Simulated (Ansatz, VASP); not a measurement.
# Mo: VASP beside Ansatz

INCAR

```
  PREC = Accurate
  ENCUT = 520
  EDIFF = 1E-6
  ISMEAR = -1
  SIGMA = 0.1
  LREAL = False
  LASPH = True
  NELM = 80
  ALGO = Normal
  ISIF = 2
  LWAVE = False
  LCHARG = False
  GGA = B5
  ALDAX = 1.0
  AGGAX = 1.0
  AGGAC = 1.0
  ALDAC = 0.0
  NBANDS = 21
```

Contents of KPOINTS:

```
regular mesh
0
Gamma
  11 11 11
```

File POSCAR:

```
Mo
1.0
    0.0000000000      2.9329947484      2.9329947484
    2.9329947484      0.0000000000      2.9329947484
    2.9329947484      2.9329947484      0.0000000000
Mo
2
Direct
    0.1250000000      0.1250000000      0.1250000000
    0.8750000000      0.8750000000      0.8750000000
```

Input for Ansatz:

```yaml
crystal:
  lattice:
    - [0.0, 2.9329947484, 2.9329947484]
    - [2.9329947484, 0.0, 2.9329947484]
    - [2.9329947484, 2.9329947484, 0.0]
  atoms:
    - { symbol: Mo, position: [0.125, 0.125, 0.125] }
    - { symbol: Mo, position: [0.875, 0.875, 0.875] }
hamiltonian:
  xc: blyp
  pseudopotentials:
    kind: paw
    azcp:
      Mo: "pseudopotentials/Mo.paw.azcp"
basis:
  ecutwfc: 420
  fft_grid_basis: typed
kpoints:
  mp_grid: { grid: [11, 11, 11], shift: [0, 0, 0] }
magnetization:
  spin_polarized: false
scf:
  occupations: { method: fermi_dirac, width: 0.1 }
  lower_state_search: "off"
output:
  stress: true
```

Alike in both runs: task single point; functional BLYP; k mesh 11 × 11 × 11; occupations fermi-dirac, width 0.1 eV; no spin polarisation.

```csv
,VASP,Ansatz
version,VASP 6.6.1,Ansatz 0.2.0
potentials or method,"VASP PAW PBE potentials, release 64 (Mo_sv), cutoff 520 eV","plane waves (420 eV) with PAW, scalar-relativistic"
valence electrons in the cell,28,28
```

VASP gave:

| Item | Value |
| --- | --- |
| pressure (GPa) | -3.0 |

Problem. Which values does Ansatz return?

Solution. Pressure (GPa): -3.4.

VASP's potentials were made for PBE, not for BLYP. The functional is the same, so the differences come from potentials, cutoffs and numerics.
